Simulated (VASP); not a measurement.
Here is a VASP 6.6.1 calculation.

The input INCAR:

```
PREC     = Accurate       # precision mode
ENCUT    = 600            # plane-wave cutoff, eV
EDIFF    = 1E-7           # SCF threshold, eV
ISMEAR   = 0              # smearing method
SIGMA    = 0.01           # smearing width, eV
LREAL    = F              # projectors in reciprocal space
LASPH    = T              # aspherical terms in the spheres
NELM     = 120            # most SCF steps
ALGO     = Normal         # electronic algorithm
ISIF     = 3              # what is computed and relaxed
LWAVE    = F              # write WAVECAR
LCHARG   = F              # write CHGCAR
GGA      = PE             # functional
IBRION   = 2              # ionic algorithm
NSW      = 80             # ionic steps
EDIFFG   = -0.03          # ionic threshold
PSTRESS  = 600.0        
GGA_COMPAT= F            
NELMIN   = 4
```

File KPOINTS:

```
regular mesh
0
Gamma
  9 9 9
```

Contents of POSCAR:

```
SiC
1.0
    0.0000000000      2.1790000000      2.1790000000
    2.1790000000      0.0000000000      2.1790000000
    2.1790000000      2.1790000000      0.0000000000
Si C
1 1
Direct
    0.0000000000      0.0000000000      0.0000000000
    0.2500000000      0.2500000000      0.2500000000
```

Potentials or basis: VASP PAW PBE potentials, release 64 (Si, C).

Command:

```bash
$ cat potpaw_PBE.64/Si/POTCAR potpaw_PBE.64/C/POTCAR > POTCAR
$ mpirun -np 1 vasp_std > vasp.out
```

(1) Predict the relaxed cell.

(2) Predict the space group after relaxing (to 0.1 Å).

## Answers

(1) a = 2.902 Å, b = 2.902 Å, c = 2.902 Å, α = 60.00°, β = 60.00°, γ = 60.00°.

(2) F-43m (No. 216).

Caveat: the cell is relaxed towards a set pressure, so the run minimises the enthalpy, not the energy.
